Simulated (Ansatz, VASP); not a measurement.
**Cs: VASP beside Ansatz**

INCAR

```
ALGO = Normal
EDIFF = 1E-8
ENCUT = 520
GGA = PE
ISIF = 2
ISMEAR = -1
LASPH = T
LCHARG = F
LEFG = T
LREAL = F
LWAVE = F
NBANDS = 16
NELM = 80
PREC = Accurate
SIGMA = 0.05
```

The input KPOINTS:

```
k-points
0
Gamma
  11 11 11
```

Contents of POSCAR:

```
Cs
1.0
    0.0000000000      5.7337313891      5.7337313891
    5.7337313891      0.0000000000      5.7337313891
    5.7337313891      5.7337313891      0.0000000000
Cs
2
Direct
    0.0000000000      0.0000000000      0.0000000000
    0.2500000000      0.2500000000      0.2500000000
```

Input for Ansatz:

```yaml
crystal:
  lattice:
    - [0.0, 5.7337313891, 5.7337313891]
    - [5.7337313891, 0.0, 5.7337313891]
    - [5.7337313891, 5.7337313891, 0.0]
  atoms:
    - { symbol: Cs, position: [0.0, 0.0, 0.0] }
    - { symbol: Cs, position: [0.25, 0.25, 0.25] }
kpoints:
  mp_grid: { grid: [11, 11, 11] }
  band_path:
    path:
      - [0.0, 0.0, 0.0]
      - [0.5, 0.0, 0.5]
      - [0.625, 0.25, 0.625]
      - [0.375, 0.375, 0.75]
      - [0.0, 0.0, 0.0]
      - [0.5, 0.5, 0.5]
      - [0.5, 0.25, 0.75]
      - [0.5, 0.0, 0.5]
    npoints: 8
scf:
  occupations: { method: fermi_dirac, width: 0.05 }
hamiltonian:
  xc: pbe
  pseudopotentials: { kind: all_electron, datasets: crystal }
output:
  forces: true
  stress: true
  eigenvalues: true
  efg: { contact_densities: true }
```

Alike in both runs: task electric field gradients; functional PBE; k mesh 11 × 11 × 11; occupations fermi-dirac, width 0.05 eV; no spin polarisation.

|  | VASP | Ansatz |
| --- | --- | --- |
| version | VASP 6.6.1 | Ansatz 0.2.0 |
| potentials or method | VASP PAW PBE potentials, release 64 (Cs_sv), cutoff 520 eV | all-electron PAW with datasets made for the crystal, scalar-relativistic |

```csv
,VASP,Ansatz,Ansatz less VASP
pressure (GPa),0.0,0.0,0.00
```

Ansatz ran all-electron here, and VASP with PAW potentials.

Spin-orbit coupling is off throughout.
